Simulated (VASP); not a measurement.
# Rb (I4/mmm) in VASP: a series of runs, part 2 of 2

VASP 6.6.1. The steps go on from the part before.

**3. Relaxation of cell and atoms, r2SCAN**

This run uses another cell than the first one: it holds 1 atom, not 2.

Input file POSCAR:

```
Rb
1.0
   -2.9545118615      2.9545118615      2.7308451955
    2.9545118615     -2.9545118615      2.7308451955
    2.9545118615      2.9545118615     -2.7308451955
Rb
1
Direct
    0.0000000000      0.0000000000      0.0000000000
```

Input file INCAR.step1:

```
  PREC = Accurate
  ENCUT = 600
  ISMEAR = 0
  SIGMA = 0.1
  LREAL = False
  LASPH = True
  NELM = 100
  GGA = PE
  ALGO = Normal
  EDIFF = 1E-4
  LWAVE = True
  LCHARG = False
```

Input file INCAR.step2:

```
  PREC = Accurate
  ENCUT = 600
  EDIFF = 1E-6
  ISMEAR = 0
  SIGMA = 0.1
  LREAL = False
  LASPH = True
  NELM = 100
  ALGO = Normal
  ISIF = 3
  LWAVE = False
  LCHARG = False
  METAGGA = R2SCAN
  LMIXTAU = True
  IBRION = 2
  NSW = 100
  EDIFFG = -0.005
  ISTART = 1
```

Input file KPOINTS:

```
regular mesh
0
Gamma
  10 10 10
```

Potentials or basis: VASP PAW PBE potentials, release 64 (Rb_sv).

On the command line:

```bash
> cat potpaw_PBE.64/Rb_sv/POTCAR > POTCAR
> cp INCAR.step1 INCAR
> mpirun -np 1 vasp_std > vasp.out
> cp INCAR.step2 INCAR
> mpirun -np 1 vasp_std > vasp.out
```

OUTCAR:

```text
PREC = Accurate
   ENCUT = 600
   EDIFF = 1E-6
   ISMEAR = 0
   LREAL = False
   LASPH = True
   NELM = 100
   ISIF = 3
   METAGGA = R2SCAN
   IBRION = 2
   NSW = 100
   EDIFFG = -0.005
   ISTART = 1

 ion  position               nearest neighbor table
   1  0.000  0.000  0.000-

  LATTYP: Found a body centered tetragonal cell.
 ALAT       =     5.9090237230
 C/A-ratio  =     0.9242965754

  Lattice vectors:

 A1 = (  -2.9545118615,   2.9545118615,   2.7308451955)
 A2 = (   2.9545118615,  -2.9545118615,   2.7308451955)
 A3 = (   2.9545118615,   2.9545118615,  -2.7308451955)

Analysis of symmetry for initial positions (statically):
=====================================================================
 Subroutine PRICEL returns:
 Original cell was already a primitive cell.

 Routine SETGRP: Setting up the symmetry group for a
 body centered tetragonal supercell.

 Subroutine GETGRP returns: Found 16 space group operations
 (whereof 16 operations were pure point group operations)
 out of a pool of 16 trial point group operations.

The static configuration has the point symmetry D_4h.

Analysis of symmetry for dynamics (positions and initial velocities):
=====================================================================
 Subroutine PRICEL returns:
 Original cell was already a primitive cell.

 Routine SETGRP: Setting up the symmetry group for a
 body centered tetragonal supercell.

 Subroutine GETGRP returns: Found 16 space group operations
 (whereof 16 operations were pure point group operations)
 out of a pool of 16 trial point group operations.

The dynamic configuration has the point symmetry D_4h.

 Subroutine INISYM returns: Found 16 space group operations
 (whereof 16 operations are pure point group operations),
 and found     1 'primitive' translations

----------------------------------------------------------------------------------------

                                     Primitive cell

  volume of cell :      95.3517

  direct lattice vectors                    reciprocal lattice vectors
    -2.954511861  2.954511861  2.730845196     0.000000000  0.169232693  0.183093498
     2.954511861 -2.954511861  2.730845196     0.169232693  0.000000000  0.183093498
     2.954511861  2.954511861 -2.730845196     0.169232693  0.169232693  0.000000000

  length of vectors
     4.991572514  4.991572514  4.991572514     0.249324956  0.249324956  0.239331170

  position of ions in fractional coordinates (direct lattice)
     0.000000000  0.000000000  0.000000000

  ion indices of the primitive-cell ions
   primitive index   ion index
                 1           1

----------------------------------------------------------------------------------------

 KPOINTS: regular mesh

Automatic generation of k-mesh.
 Grid dimensions read from file:
 generate k-points for:   10   10   10

 Generating k-lattice:

  Cartesian coordinates                     Fractional coordinates (reciprocal lattice)
     0.000000000  0.016923269  0.018309350     0.100000000  0.000000000  0.000000000
     0.016923269  0.000000000  0.018309350     0.000000000  0.100000000  0.000000000
     0.016923269  0.016923269  0.000000000     0.000000000  0.000000000  0.100000000
[... 40 lines left out ...]
   number of dos      NEDOS =    301   number of ions     NIONS =      1
   total plane-waves  NPLWV =  64000
   dimension x,y,z NGX =    40 NGY =   40 NGZ =   40
   dimension x,y,z NGXF=    80 NGYF=   80 NGZF=   80
   ions per type =               1
   NGX,Y,Z   is equivalent  to a cutoff of  13.32, 13.32, 13.32 a.u.
   NGXF,Y,Z  is equivalent  to a cutoff of  26.64, 26.64, 26.64 a.u.
 SYSTEM =  unknown system
   PREC   = accura    normal or accurate (medium, high low for compatibility)
   ISTART =      1    job   : 0-new  1-cont  2-samecut
   ICHARG =      0    charge: 1-file 2-atom 10-const
   ISPIN  =      1    spin polarized calculation?
   LNONCOLLINEAR =      F non collinear calculations
   LSORBIT =      F    spin-orbit coupling
   LASPH  =      T    aspherical Exc in radial PAW
   ENCUT  =  600.0 eV  44.10 Ry    6.64 a.u.   9.97  9.97  9.97*2*pi/ulx,y,z
   NELM   =    100;   NELMIN=  2; NELMDL=  0     # of ELM steps
   EDIFF  = 0.1E-05   stopping-criterion for ELM
   LREAL  =      F    real-space projection
   EDIFFG = -.5E-02   stopping-criterion for IOM
   NSW    =    100    number of steps for IOM
   IBRION =      2    ionic relax: 0-MD 1-quasi-New 2-CG
   NFREE  =      1    steps in history (QN), initial steepest desc. (CG)
   ISIF   =      3    stress and relaxation
   ISYM   =      2    0-nonsym 1-usesym 2-fastsym
   POTIM  = 0.5000    time-step for ionic-motion
   TEBEG  =    0.0;   TEEND  =   0.0 temperature during run
   PSTRESS=    0.0 pullay stress
   NELECT =       9.0000    total number of electrons
   NUPDOWN=      -1.0000    fix difference up-down
   EMIN   =  10.00;   EMAX   =-10.00  energy-range for DOS
   EFERMI =   0.00;   METHOD = LEGACY
   ISMEAR =     0;   SIGMA  =   0.10  broadening in eV -4-tet -1-fermi 0-gaus
   EFERMI_NEDOS =   21; number of points for ismear=-14 and -15
   IALGO  =     38    algorithm
   IMIX   =      4    mixing-type and parameters
     AMIX     =   0.40;   BMIX     =  1.00
     AMIX_MAG =   1.60;   BMIX_MAG =  1.00
  volume/ion in A,a.u.               =      95.35       643.47
  Fermi-wavevector in a.u.,A,eV,Ry     =   0.745383  1.408570  7.559340  0.555596
  Thomas-Fermi vector in A             =   1.840957
   LORBIT       =      0    0 simple, 1 ext, 2 COOP (PROOUT), +10 PAW based schemes
   METAGGA = R2SCAN    functional components
   LHFCALC =     F    Hartree Fock is set to
   AEXX    =    0.0000 exact exchange contribution
   IVDW    =     0    specifies the selected vdW correction
   LEPSILON=     F    determine dielectric tensor
   LRPA    =     F    only Hartree local field effects (RPA)
 conjugate gradient relaxation of ions
 non-spin polarized calculation
 Gauss-broadening in eV      SIGMA  =   0.10
  energy-cutoff  :      600.00
  volume of cell :       95.35
 maximum number of plane-waves:      3203
   NGX = 19   NGY = 19   NGZ = 19

--------------------------------------- Ionic step        1  -------------------------------------------

 number of electron       9.0000000 magnetization

 Free energy of the ion-electron system (eV)
  ---------------------------------------------------
  ext. energy  EPLUGINS =         0.00000000
  ---------------------------------------------------
  free energy    TOTEN  =       -13.91866161 eV

  energy without entropy =      -13.91386154  energy(sigma->0) =      -13.91626158

------------------------ aborting loop because EDIFF is reached ----------------------------------------

  FORCE on cell =-STRESS in cart. coord.  units (eV):
  Direction    XX          YY          ZZ          XY          YZ          ZX
  --------------------------------------------------------------------------------------
  -------------------------------------------------------------------------------------
  Total       -0.0114133     -0.0114133      0.0121314      0.0000000      0.0000000      0.0000000
  in kB       -0.1917752     -0.1917752      0.2038414      0.0000000      0.0000000      0.0000000
  external PRESSURE =      -0.0599030 kB  Pullay stress =       0.0000000 kB
[... 197 lines left out ...]
--------------------------------------- Ionic step        7  -------------------------------------------

 number of electron       9.0000000 magnetization

 Free energy of the ion-electron system (eV)
  ---------------------------------------------------
  ext. energy  EPLUGINS =         0.00000000
  ---------------------------------------------------
  free energy    TOTEN  =       -13.91884800 eV

  energy without entropy =      -13.91383286  energy(sigma->0) =      -13.91634043

 E-fermi :  -0.0240     XC(G=0):  -5.6197

 val. band max:       -0.0420427991   @ k =   0.5000   0.2000   0.0000
 cond. band min:      -0.0112677307   @ k =  -0.4000   0.4000   0.2000
 fundamental gap:      0.0307750685
 Fermi energy:        -0.0240398212

 k-point     1 :       0.0000    0.0000    0.0000
  band No.  band energies     occupation
      1     -30.1246      2.00000
      2     -13.6176      2.00000
      3     -13.6172      2.00000
      4     -13.6172      2.00000
      5      -2.0608      2.00000
      6       3.8508      0.00000
      7       4.1651      0.00000
      8       4.1651      0.00000
[... 243 lines left out ...]
 k-point    24 :       0.4000    0.3000    0.0000
  band No.  band energies     occupation
      1     -30.1205      2.00000
      2     -13.6827      2.00000
      3     -13.6666      2.00000
      4     -13.6274      2.00000
      5       0.6369      0.00000
      6       1.2820      0.00000
      7       1.7042      0.00000
      8       4.4005      0.00000

 [... further k-points ...]
[... 5 lines left out ...]
  --------------------------------------------------------------------------------------
  -------------------------------------------------------------------------------------
  Total        0.0013891      0.0013891      0.0042962      0.0000000      0.0000000      0.0000000
  in kB        0.0234509      0.0234509      0.0725261      0.0000000      0.0000000      0.0000000
  external PRESSURE =       0.0398093 kB  Pullay stress =       0.0000000 kB
[... 16 lines left out ...]
  FREE ENERGIE OF THE ION-ELECTRON SYSTEM (eV)
  ---------------------------------------------------
  free  energy   TOTEN  =       -13.9188480013 eV

  energy  without entropy=      -13.9138328625  energy(sigma->0) =      -13.91634043

 reached required accuracy - stopping structural energy minimisation
```

Run time: 16 min. Hardware: 1 thread of Intel Xeon 6975P-C (Granite Rapids), shared host; peak memory 0.31 GiB.

Results:

```yaml
Free_energy: -13.9188 eV
Relaxed_volume: 94.91 Å³/atom
Relaxed_cell: a = 4.981 Å, b = 4.981 Å, c = 4.981 Å, α = 107.99°, β = 107.99°, γ = 112.49°
Space_group_after_relaxing_to_0.05_Å: I4/mmm (No. 139)
Energy_gained_by_relaxing: 0.2 meV/atom
Ionic_steps: 7
Pressure_after_relaxing: 0.0 GPa
```

Step by step:
```tsv
step	energy change (eV)	largest force (eV/Å)	pressure (GPa)	volume (Å³)
1	0.0000	0.0000	-0.01	95.35
2	0.0000	0.0000	0.00	95.30
3	-0.0001	0.0000	0.00	95.15
4	-0.0001	0.0000	0.01	94.86
5	-0.0001	0.0000	0.02	94.25
6	-0.0002	0.0000	0.01	94.55
7	-0.0002	0.0000	0.00	94.91
```

Final structure:
```
Rb
1.0
    -2.92801    2.92801    2.76754
     2.92801   -2.92801    2.76754
     2.92801    2.92801   -2.76754
Rb
1
Direct
  0.00000 0.00000 0.00000
```

Caveat: the PAW data sets were made with another functional, which shifts forces and pressure a little.
